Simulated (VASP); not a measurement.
**Os: single point with PBE**

Crystal: Os.

```xyz
3
Lattice="4.3209 0.0000 0.0000 -2.1604 3.7420 0.0000 0.0000 0.0000 2.7238" Properties=species:S:1:pos:R:3 pbc="T T T"
Os    0.0000    0.0000    0.0000
Os    0.0000    2.4947    1.3619
Os    2.1604    1.2473    1.3619
```

This isn't the form of Os at room conditions, which is hcp.

```yaml
Program: VASP 6.6.1
Task: single point
Functional: PBE
Potentials_or_basis: VASP PAW PBE potentials, release 64 (Os)
Cutoff: 520 eV
k_mesh: 12 × 12 × 16
Occupations: gaussian, width 0.1 eV
Spin: no spin polarisation
```

```yaml
Pressure: -0.2 GPa
Band_gap_on_the_k_mesh: zero (bands 12 and 13 overlap by 2.82 eV)
```

Stress tensor (GPa, compression positive):
```
-0.35  0.00  0.00
 0.00 -0.35  0.00
 0.00  0.00 -0.04
```

Levels at points of the mesh, in eV from the Fermi level:
| k point | band 8 | band 9 | band 10 | band 11 | band 12 | band 13 | band 14 | band 15 | band 16 | band 17 |
| --- | --- | --- | --- | --- | --- | --- | --- | --- | --- | --- |
| (0.00, 0.00, 0.00) | -3.22 | -2.36 | -2.36 | -1.57 | -1.57 | -1.51 | -1.51 | 2.30 | 2.30 | 6.98 |
| (0.50, 0.00, 0.00) | -3.08 | -2.97 | -1.30 | -1.26 | 0.06 | 0.30 | 1.16 | 1.16 | 1.24 | 1.52 |
| (0.00, 0.00, 0.50) | -2.42 | -2.27 | -2.27 | 0.97 | 0.97 | 1.87 | 1.87 | 3.24 | 3.66 | 3.85 |
| (0.50, 0.00, 0.50) | -2.52 | -2.38 | -1.64 | -0.84 | 0.46 | 1.37 | 1.62 | 2.40 | 2.84 | 4.23 |

It took 4.1 min on 1 thread of Intel Xeon 8259CL, on a shared host, peak memory 0.24 GiB.

Caveat: spin-orbit coupling is left out, which moves the levels of the heavy elements.
